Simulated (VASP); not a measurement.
A run of VASP 6.6.1:

POSCAR

```
GaN
1.0
    0.0000000000      2.1352350000      2.1352350000
    2.1352350000      0.0000000000      2.1352350000
    2.1352350000      2.1352350000      0.0000000000
Ga N
1 1
Direct
    0.0000000000      0.0000000000      0.0000000000
    0.5000000000      0.5000000000      0.5000000000
```

Contents of INCAR.step1:

```
ALGO = Normal
EDIFF = 1E-4
ENCUT = 520
GGA = PE
GGA_COMPAT = False
ISMEAR = -1
LASPH = True
LCHARG = False
LREAL = False
LSORBIT = True
LWAVE = True
MAGMOM = 0 0 0 0 0 0
NBANDS = 30
NELM = 150
PREC = Accurate
SIGMA = 0.05
```

Contents of INCAR.step2:

```
ALGO = Normal
EDIFF = 1E-6
ENCUT = 520
GGA_COMPAT = False
ISIF = 2
ISMEAR = -1
ISTART = 1
LASPH = True
LCHARG = True
LMIXTAU = True
LORBIT = 11
LORBMOM = True
LREAL = False
LSORBIT = True
LVHAR = True
LWAVE = False
MAGMOM = 0 0 0 0 0 0
METAGGA = R2SCAN
NBANDS = 30
NELM = 150
PREC = Accurate
SIGMA = 0.05
```

File KPOINTS:

```
k-points
0
Gamma
  8 8 8
```

Potentials or basis: VASP PAW PBE potentials, release 64 (Ga_d, N).

Command:

```bash
$ cat potpaw_PBE.64/Ga_d/POTCAR potpaw_PBE.64/N/POTCAR > POTCAR
$ cp INCAR.step1 INCAR
$ mpirun -np 1 vasp_ncl > vasp.out
$ cp INCAR.step2 INCAR
$ mpirun -np 1 vasp_ncl > vasp.out
```

Hardware: 1 thread of Intel Xeon 6455B, with other jobs on the host.

Q: Estimate the wall time of this run.

A: Run time: 2.8 min on 1 thread of Intel Xeon 6455B, on a shared host, peak memory 0.23 GiB. Counts: k points 29.
